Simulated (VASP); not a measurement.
# Ni in VASP: further runs, part 2 of 2

VASP 6.6.1. Earlier steps stand in the parts before.

## 4. Relaxation of cell and atoms, PBEsol, collinear spin, ferromagnetic start, target pressure 10 GPa, at which the enthalpy is minimised

This run uses another cell than the first one: it holds 1 atom, not 2.

INCAR

```
SYSTEM = Ni
PREC     = Accurate       ! precision mode
ENCUT    = 600            ! plane-wave cutoff, eV
EDIFF    = 1E-6           ! SCF threshold, eV
ISMEAR   = 0              ! smearing method
SIGMA    = 0.1            ! smearing width, eV
LREAL    = .False.        ! projectors in reciprocal space
LASPH    = .True.         ! aspherical terms in the spheres
NELM     = 150            ! most SCF steps
ALGO     = Normal         ! electronic algorithm
ISIF     = 3              ! what is computed and relaxed
LWAVE    = .False.        ! write WAVECAR
LCHARG   = .False.        ! write CHGCAR
ISPIN    = 2              ! spin polarisation
MAGMOM   = 0.73           ! initial moments
LORBIT   = 11             ! projections on sites
LMAXMIX  = 4              ! l up to which the mixer works
GGA      = PS             ! functional
IBRION   = 2              ! ionic algorithm
NSW      = 70             ! ionic steps
EDIFFG   = -0.008         ! ionic threshold
PSTRESS  = 100.0
```

KPOINTS

```
Automatic mesh
0
Gamma
  20 20 20
  0 0 0
```

POSCAR

```
Ni
1.0
    0.0000000000      1.7086928346      1.7086928346
    1.7086928346      0.0000000000      1.7086928346
    1.7086928346      1.7086928346      0.0000000000
Ni
1
Direct
    0.0000000000      0.0000000000      0.0000000000
```

Potentials or basis: VASP PAW PBE potentials, release 64 (Ni).

Run with:

```console
$ cat potpaw_PBE.64/Ni/POTCAR > POTCAR
$ mpirun -np 1 vasp_std > vasp.out
```

OUTCAR:

```text
SYSTEM = Ni
   PREC = Accurate
   ENCUT = 600
   EDIFF = 1E-6
   ISMEAR = 0
   LREAL = .False.
   LASPH = .True.
   NELM = 150
   ISIF = 3
   ISPIN = 2
   LORBIT = 11
   GGA = PS
   IBRION = 2
   NSW = 70
   EDIFFG = -0.008
   PSTRESS = 100.0

 ion  position               nearest neighbor table
   1  0.000  0.000  0.000-

  LATTYP: Found a face centered cubic cell.
 ALAT       =     3.4173856692

  Lattice vectors:

 A1 = (   0.0000000000,   1.7086928346,   1.7086928346)
 A2 = (   1.7086928346,   0.0000000000,   1.7086928346)
 A3 = (   1.7086928346,   1.7086928346,   0.0000000000)

Analysis of symmetry for initial positions (statically):
=====================================================================
 Subroutine PRICEL returns:
 Original cell was already a primitive cell.

 Routine SETGRP: Setting up the symmetry group for a
 face centered cubic supercell.

 Subroutine GETGRP returns: Found 48 space group operations
 (whereof 48 operations were pure point group operations)
 out of a pool of 48 trial point group operations.

The static configuration has the point symmetry O_h .

Analysis of symmetry for dynamics (positions and initial velocities):
=====================================================================
 Subroutine PRICEL returns:
 Original cell was already a primitive cell.

 Routine SETGRP: Setting up the symmetry group for a
 face centered cubic supercell.

[... 177 lines left out ...]
  external PRESSURE =      -2.0101541 kB  Pullay stress =     100.0000000 kB
[... 61 lines left out ...]
--------------------------------------- Ionic step        3  -------------------------------------------

 number of electron       9.9999995 magnetization       0.6166804

 Free energy of the ion-electron system (eV)
  ---------------------------------------------------
  ext. energy  EPLUGINS =         0.00000000
  ---------------------------------------------------
  free energy    TOTEN  =        -6.12730188 eV

  energy without entropy =       -6.11925859  energy(sigma->0) =       -6.12328023

 E-fermi :  10.4782     XC(G=0): -13.9617

 val. band max:       10.4770397587   @ k =   0.4000   0.0000   0.0000
 cond. band min:      10.4783886399   @ k =   0.4500   0.1500   0.0500
 fundamental gap:      0.0013488813
 Fermi energy:        10.4782432083

 spin component 1

 k-point     1 :       0.0000    0.0000    0.0000
  band No.  band energies     occupation
      1       0.7912      1.00000
      2       7.8180      1.00000
      3       7.8180      1.00000
      4       7.8180      1.00000
      5       9.1406      1.00000
      6       9.1406      1.00000
      7      34.9107      0.00000
      8      39.4415      0.00000
      9      39.4415      0.00000
[... 265 lines left out ...]
 k-point    24 :      -0.3500    0.0500    0.0000
  band No.  band energies     occupation
      1       4.7892      1.00000
      2       7.8983      1.00000
      3       7.9605      1.00000
      4       8.0573      1.00000
      5       9.5349      1.00000
      6       9.9237      1.00000
      7      20.3134      0.00000
      8      33.0758      0.00000
      9      35.7479      0.00000

 [... further k-points ...]

 spin component 2

 k-point     1 :       0.0000    0.0000    0.0000
  band No.  band energies     occupation
      1       0.7869      1.00000
      2       8.5288      1.00000
      3       8.5288      1.00000
      4       8.5288      1.00000
      5       9.7450      1.00000
      6       9.7450      1.00000
      7      34.8117      0.00000
      8      39.4394      0.00000
      9      39.4394      0.00000
[... 308 lines left out ...]
  energy  without entropy=       -6.1192585881  energy(sigma->0) =       -6.12328023

  enthalpy is  TOTEN    =        -5.5049702699 eV   P V=        0.6223316112

 reached required accuracy - stopping structural energy minimisation

 total charge

# of ion       s       p       d       tot
------------------------------------------
    1        0.540   0.587   8.357   9.484

 magnetization (x)

# of ion       s       p       d       tot
------------------------------------------
    1       -0.006  -0.024   0.649   0.619
```

Wall time 2.9 min (1 thread of Intel Xeon 8259CL, shared host); peak memory 0.17 GiB.

What came out:

```yaml
Free_energy: -6.1273 eV
Relaxed_volume: 9.97 Å³/atom
Relaxed_cell: a = 2.416 Å, b = 2.416 Å, c = 2.416 Å, α = 60.00°, β = 60.00°, γ = 60.00°
Space_group_after_relaxing_to_0.1_Å: Fm-3m (No. 225)
Energy_change_on_relaxing_the_run_minimises_the_enthalpy: +0.4 meV/atom
Ionic_steps: 3
Pressure_after_relaxing: 10.1 GPa
Net_moment: 0.62 μB per cell
Site_moments: Ni +0.62 μB
Valence_electrons_inside_the_program's_atomic_spheres: Ni 9.48
```

Step by step:
```tsv
step	energy change (eV)	largest force (eV/Å)	pressure (GPa)	volume (Å³)
1	0.0000	0.0000	9.80	9.98
2	0.0011	0.0000	10.35	9.96
3	0.0004	0.0000	10.06	9.97
```

Final structure:
```yaml
crystal:
  lattice:
    - [0.00000, 1.70831, 1.70831]
    - [1.70831, 0.00000, 1.70831]
    - [1.70831, 1.70831, 0.00000]
  atoms:
    - { symbol: Ni, position: [0.00000, 0.00000, 0.00000] }
```

Caveat: the cell is relaxed towards a set pressure, so the run minimises the enthalpy, not the energy; the PAW data sets were made with another functional, which shifts forces and pressure a little.

## 5. Relaxation of cell and atoms, PBEsol, collinear spin, ferromagnetic start, target pressure 5 GPa, at which the enthalpy is minimised

This run uses another cell than the first one: it holds 1 atom, not 2.

INCAR

```
PREC = Accurate ; ENCUT = 600
EDIFF = 1E-6 ; ISMEAR = 0
SIGMA = 0.1 ; LREAL = False
LASPH = True ; NELM = 150
ALGO = Normal ; ISIF = 3
LWAVE = False ; LCHARG = False
ISPIN = 2 ; MAGMOM = 0.73
LORBIT = 11 ; LMAXMIX = 4
GGA = PS ; IBRION = 2
NSW = 70 ; EDIFFG = -0.008
PSTRESS = 50.0
```

KPOINTS

```
regular mesh
0
Gamma
  20 20 20
```

POSCAR

```
Ni
1.0
    0.0000000000      1.7195866958      1.7195866958
    1.7195866958      0.0000000000      1.7195866958
    1.7195866958      1.7195866958      0.0000000000
Ni
1
Direct
    0.0000000000      0.0000000000      0.0000000000
```

Run with:

```console
$ cat potpaw_PBE.64/Ni/POTCAR > POTCAR
$ mpirun -np 1 vasp_std > vasp.out
```

Wall time 2.9 min (1 thread of Intel Xeon 8259CL, shared host); peak memory 0.18 GiB.

Results (log left out):

| Quantity | Value |
| --- | --- |
| Free energy | -6.1363 eV |
| Relaxed volume | 10.16 Å³/atom |
| Relaxed cell | a = 2.431 Å, b = 2.431 Å, c = 2.431 Å, α = 60.00°, β = 60.00°, γ = 60.00° |
| Space group after relaxing (to 0.1 Å) | Fm-3m (No. 225) |
| Energy change on relaxing (the run minimises the enthalpy) | +0.2 meV/atom |
| Ionic steps | 3 |
| Pressure after relaxing | 5.1 GPa |
| Net moment | 0.62 μB per cell |
| Site moments | Ni +0.62 μB |
| Valence electrons inside the program's atomic spheres | Ni 9.44 |

Step by step:
```
step  energy change (eV)  largest force (eV/Å)  pressure (GPa)  volume (Å³)
   1              0.0000                0.0000            4.78        10.17
   2              0.0006                0.0000            5.34        10.15
   3              0.0002                0.0000            5.07        10.16
```

Final structure:
```cif
data_structure
_symmetry_space_group_name_H-M 'P 1'
_symmetry_Int_Tables_number 1
_cell_length_a 2.4312
_cell_length_b 2.4312
_cell_length_c 2.4312
_cell_angle_alpha 60.000
_cell_angle_beta 60.000
_cell_angle_gamma 60.000
_cell_volume 10.16
loop_
_atom_site_label
_atom_site_type_symbol
_atom_site_fract_x
_atom_site_fract_y
_atom_site_fract_z
_atom_site_occupancy
Ni1 Ni 0.00000 0.00000 0.00000 1
```

Levels at points of the mesh, in eV from the Fermi level:
Spin up:
```
           k point  band 3  band 4  band 5  band 6  band 7  band 8
(0.00, 0.00, 0.00)   -2.61   -2.61   -1.32   -1.32   24.27   28.65
(0.50, 0.00, 0.00)   -2.60   -0.57   -0.57   -0.47    6.15   22.73
(0.50, 0.50, 0.00)   -0.53   -0.42   -0.42    2.43    9.82   15.41
```
Spin down:
```csv
k point,band 1,band 2,band 3,band 4,band 5,band 6,band 7,band 8,band 9
"(0.00, 0.00, 0.00)",-9.55,-1.89,-1.89,-1.89,-0.71,-0.71,24.17,28.65,28.65
"(0.50, 0.00, 0.00)",-4.83,-1.99,-1.99,-0.50,0.17,0.17,6.57,22.63,25.92
"(0.50, 0.50, 0.00)",-4.74,-3.99,0.10,0.41,0.41,2.43,10.09,15.44,15.44
```

Caveat: the cell is relaxed towards a set pressure, so the run minimises the enthalpy, not the energy; the PAW data sets were made with another functional, which shifts forces and pressure a little.

## 6. Overview

```tsv
task	cell	k mesh	cutoff (eV)	gap on the mesh (eV)	pressure (GPa)	moment (μB)
single point	a = 2.455, b = 2.455, c = 3.429 Å, 2 atoms, atomic positions A	22 × 22 × 16	520	none	1.1	1.24
single point	a = 2.500 Å, angles 60.0°, 1 atom, atomic positions B	8 × 8 × 8	600	none	-12.1	0.70
relaxation of cell and atoms	relaxed to 10 GPa from a = 2.416 Å, angles 60.0°, 1 atom, atomic positions B	20 × 20 × 20	600	none	10.1	0.62
relaxation of cell and atoms	relaxed to 5 GPa from a = 2.432 Å, angles 60.0°, 1 atom, atomic positions B	20 × 20 × 20	600	none	5.1	0.62
```

Alike in all rows: level PBEsol; potentials or basis VASP PAW PBE potentials, release 64 (Ni); spin collinear, ferromagnetic start; smearing gaussian 0.1 eV.

Caveats: some runs use coarse meshes; the PAW data sets were made with another functional, which shifts forces and pressure a little; the cell is relaxed towards a set pressure, so the run minimises the enthalpy, not the energy (at least some runs).

Total energies depend on the potentials used, so only differences within one code and one set of settings carry meaning.
